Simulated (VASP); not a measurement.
# H6C2O in VASP: a series of runs, part 2 of 2

VASP 6.6.1.

## Step 4: Single point, PBE+D3(BJ)

File INCAR:

```
SYSTEM = H6C2O
  PREC = Accurate
  ENCUT = 520
  EDIFF = 1E-6
  ISMEAR = -1
  SIGMA = 0.05
  LREAL = Auto
  LASPH = .True.
  NELM = 80
  ALGO = Normal
  ISIF = 2
  LWAVE = .False.
  LCHARG = .False.
  GGA = PE
  IVDW = 12
  NBANDS = 64
```

File KPOINTS:

```
Automatic mesh
0
Gamma
  1 1 1
  0 0 0
```

File POSCAR:

```
H6C2O
1.0
    7.2936330000      0.0000000000      0.0000000000
    0.0000000000      7.2936330000      0.0000000000
    0.0000000000      0.0000000000      7.2936330000
C O H
8 4 24
Direct
    0.2901434717      1.1626716069      0.7093172908
    0.4016379766      1.0993012673      0.5346855264
    1.0337235230      0.5667545927      0.5419384277
    0.9051593355      0.4304439228      0.4627186479
    0.4369016099      0.4821328411      0.0310407721
    0.3190042603      0.6112728732      0.1282351333
    0.6473317207      0.0674698055      0.0659616408
    0.8334803794      0.0138065625      0.1523657689
    0.5010534531      0.9328684347      0.5413625830
    0.7397685077      0.4404115206      0.5735002022
    0.1386277593      0.5567595737      0.0757510009
    0.9809651788     -0.0043051248      0.0049906542
    0.4186116850      0.8248564193      0.5707992162
    0.3072954178      1.0947356413      0.4157873038
    0.5040423613      1.1931639555      0.5126663214
    0.1997906942      1.2833796271      0.6560516549
    0.1832831457      1.0662450387      0.7367795994
    0.3687188538      1.1797138682      0.8312729747
    0.7312131005      0.3132869449      0.6329767346
    0.8638493327      0.4627460691      0.3222536697
    0.9632922304      0.2901983141      0.4584820761
    1.1600803057      0.5985631578      0.4636646785
    0.9649375010      0.6913015777      0.5725541716
    1.0503133349      0.5152987544      0.6871472694
    0.0694578408      0.6694194786      0.0723644856
    0.3353609923      0.6099155250      0.2784209186
    0.3459318559      0.7558921596      0.0829627704
    0.5792723599      0.4901535353      0.0863492857
    0.3748749080      0.3300961263      0.0454643111
    0.4257274804      0.4903317729     -0.1204886509
    1.0282804194      0.1257398062      0.0055802095
    0.8957127401      0.1224492650      0.2546604689
    0.8169728310     -0.1215580767      0.2271707392
    0.5431312489      0.0558020948      0.1702992185
    0.6616729962      0.2108414284      0.0093232001
    0.6332372358     -0.0451763888     -0.0432020640
```

Potentials or basis: VASP PAW PBE potentials, release 64 (C, O, H).

Launch:

```
$ cat potpaw_PBE.64/C/POTCAR potpaw_PBE.64/O/POTCAR potpaw_PBE.64/H/POTCAR > POTCAR
$ mpirun -np 1 vasp_gam > vasp.out
```

OUTCAR:

```text
SYSTEM = H6C2O
   PREC = Accurate
   ENCUT = 520
   EDIFF = 1E-6
   ISMEAR = -1
   LREAL = Auto
   LASPH = .True.
   NELM = 80
   ISIF = 2
   GGA = PE
   IVDW = 12
 IVDW          = 12

 ion  position               nearest neighbor table
   1  0.290  0.163  0.709-  18 1.07  17 1.07  16 1.17   2 1.58
   2  0.402  0.099  0.535-  15 1.03  14 1.11   9 1.41   1 1.58
   3  0.034  0.567  0.542-  23 1.06  22 1.11  24 1.13   4 1.48
   4  0.905  0.430  0.463-  20 1.09  21 1.11  10 1.45   3 1.48
   5  0.437  0.482  0.031-  30 1.11  28 1.12  29 1.20   6 1.46
   6  0.319  0.611  0.128-  26 1.10  27 1.12  11 1.43   5 1.46
   7  0.647  0.067  0.066-  34 1.08  35 1.13  36 1.15   8 1.55
   8  0.833  0.014  0.152-  33 1.13  32 1.18  12 1.53   7 1.55
   9  0.501  0.933  0.541-  13 1.01   2 1.41
  10  0.740  0.440  0.574-  19 1.03   4 1.45
  11  0.139  0.557  0.076-  25 0.96   6 1.43
  12  0.981  0.996  0.005-  31 1.01   8 1.53
  13  0.419  0.825  0.571-   9 1.01
  14  0.307  0.095  0.416-   2 1.11
  15  0.504  0.193  0.513-   2 1.03
  16  0.200  0.283  0.656-   1 1.17
  17  0.183  0.066  0.737-   1 1.07
[... 17 lines left out ...]
  35  0.662  0.211  0.009-   7 1.13
  36  0.633  0.955  0.957-   7 1.15

  LATTYP: Found a simple cubic cell.
[... 235 lines left out ...]
      1     -22.4742      2.00000
      2     -22.2382      2.00000
      3     -22.0979      2.00000
      4     -21.7519      2.00000
      5     -15.5549      2.00000
      6     -15.4895      2.00000
[... 44 lines left out ...]
     51       5.0766      0.00000
     52       5.3163      0.00000
 [bands above 52 left out]

------------------------ aborting loop because EDIFF is reached ----------------------------------------

 Edisp (eV)   -1.29889

 E8    (eV) :    -0.2822

  FORCE on cell =-STRESS in cart. coord.  units (eV):
  Direction    XX          YY          ZZ          XY          YZ          ZX
  --------------------------------------------------------------------------------------
  -------------------------------------------------------------------------------------
  Total       2.84547    -7.61616    -4.84781    -2.51530     0.15475     0.30901
  in kB      11.74987   -31.44960   -20.01817   -10.38647     0.63902     1.27599
  external pressure =      -13.24 kB  Pullay stress =        0.00 kB

 VOLUME and BASIS-vectors are now :
 -----------------------------------------------------------------------------
  energy-cutoff  :      520.00
  volume of cell :      388.00
      direct lattice vectors                 reciprocal lattice vectors
     7.293633000  0.000000000  0.000000000     0.137105884  0.000000000  0.000000000
     0.000000000  7.293633000  0.000000000     0.000000000  0.137105884  0.000000000
     0.000000000  0.000000000  7.293633000     0.000000000  0.000000000  0.137105884

 POSITION                                       TOTAL-FORCE (eV/Angst)
 -----------------------------------------------------------------------------------
      2.11620      1.18647      5.17350        -1.133565      0.376511     -3.063205
      2.92940      0.72427      3.89980        -2.432769     -1.155060      1.112804
      0.24597      4.13370      3.95270         0.848720     -0.604103      1.470835
      6.60190      3.13950      3.37490        -0.648829      0.083002     -0.598248
      3.18660      3.51650      0.22640         0.602058     -3.093938     -0.300776
      2.32670      4.45840      0.93530        -0.626357      1.104145     -0.398815
[... 28 lines left out ...]
      4.82600      1.53780      0.06800        -0.446498     -1.102854      0.132753
      4.61860      6.96413      6.97853        -0.408549      1.350032      0.640607
 -----------------------------------------------------------------------------------
    total drift:                                0.009604     -0.008553      0.001646

  FREE ENERGIE OF THE ION-ELECTRON SYSTEM (eV)
  ---------------------------------------------------
  free  energy   TOTEN  =      -187.2467176767 eV

  energy  without entropy=     -187.2467176767  energy(sigma->0) =     -187.24671768
```

Wall time 44 s (1 thread of Intel Xeon 6975P-C (Granite Rapids), shared host); peak memory 0.35 GiB.

Results:

```yaml
Free_energy: -187.2467 eV
Pressure: -1.3 GPa
Largest_force: 3.288 eV/Å
Band_gap_on_the_k_mesh: 4.86 eV
Dispersion_energy_per_atom: -0.036 eV
```

Forces in eV/Å, atoms in the order of the input:
```
C   -1.134  0.377 -3.063
C   -2.433 -1.155  1.113
C    0.849 -0.604  1.471
C   -0.649  0.083 -0.598
C    0.602 -3.094 -0.301
C   -0.626  1.104 -0.399
C    2.170 -0.718 -0.940
C    1.133  0.580  0.614
O   -0.631 -2.036  0.789
O   -0.063 -2.719  0.903
O   -0.611  0.347  0.261
O   -0.774  1.476  1.356
H    0.878  1.405 -0.325
H   -0.035  0.267  0.074
H    1.770  2.130 -0.750
H    1.571 -0.771  1.083
H   -0.563 -1.122  0.303
H    0.537  0.521  0.494
H   -0.114  2.025 -0.705
H    0.044  0.115 -0.388
H   -0.088  0.182  0.193
H   -0.241 -0.453  0.438
H   -0.809  1.309 -0.322
H    0.902  0.329 -0.746
H   -0.588  0.316 -0.128
H    0.163 -0.184  0.091
H   -0.105 -0.423  0.176
H   -0.374 -0.323 -0.574
H    1.093  2.167  0.534
H    0.442  0.642  0.350
H   -0.210 -1.531 -0.352
H   -1.145 -1.431 -1.068
H    0.420  0.810 -0.555
H   -0.525  0.134  0.198
H   -0.446 -1.103  0.133
H   -0.409  1.350  0.641
```

Levels at points of the mesh, in eV from the valence-band top:
```
           k point  band 38  band 39  band 40  band 41  band 42  band 43
(0.00, 0.00, 0.00)    -0.13    -0.09     0.00     4.86     5.71     6.21
```

Caveat: the k points lie up to 0.86 Å⁻¹ apart.
